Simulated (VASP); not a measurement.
LiGeH3:

```
CELL_PARAMETERS angstrom
3.65200 0.00000 0.00000
0.00000 3.65200 0.00000
0.00000 0.00000 3.65200
ATOMIC_POSITIONS crystal
Li 0.00000 0.00000 0.00000
Ge 0.50000 0.50000 0.50000
H 0.00000 0.50000 0.50000
H 0.50000 0.50000 0.00000
H 0.50000 0.00000 0.50000
```

```yaml
Program: VASP 6.6.1
Task: relaxation of cell and atoms
Functional: PBE
Potentials_or_basis: VASP PAW PBE potentials, release 64 (Li_sv, Ge_d, H)
Cutoff: 600 eV
k_mesh: 6 × 6 × 6
Occupations: gaussian, width 0.1 eV
Spin: no spin polarisation
```

At the start: pressure 7.3 GPa; volume 9.74 Å³/atom.

How do energy, volume and symmetry change on relaxing?

Over 3 steps the energy falls by 32.1 meV/atom and the volume is 11.33 Å³/atom (+16.3 %); space group Pm-3m (No. 221, to 0.05 Å).

The path:
```tsv
step	energy change (eV)	largest force (eV/Å)	pressure (GPa)	volume (Å³)
1	0.0000	0.0000	7.26	48.71
2	-0.1084	0.0000	4.00	51.89
3	-0.1606	0.0000	0.00	56.63
```

Final structure:
```
CELL_PARAMETERS angstrom
3.84022 0.00000 0.00000
0.00000 3.84022 0.00000
0.00000 0.00000 3.84022
ATOMIC_POSITIONS crystal
Li 0.00000 0.00000 0.00000
Ge 0.50000 0.50000 0.50000
H 0.00000 0.50000 0.50000
H 0.50000 0.50000 0.00000
H 0.50000 0.00000 0.50000
```

Caveat: the cutoff is under 1.25 times the usual one of these potentials, so pressure, stress and relaxed cells hold a basis-set (Pulay) error; the volume moved by over 15 % at a fixed basis, so the end points are rough.
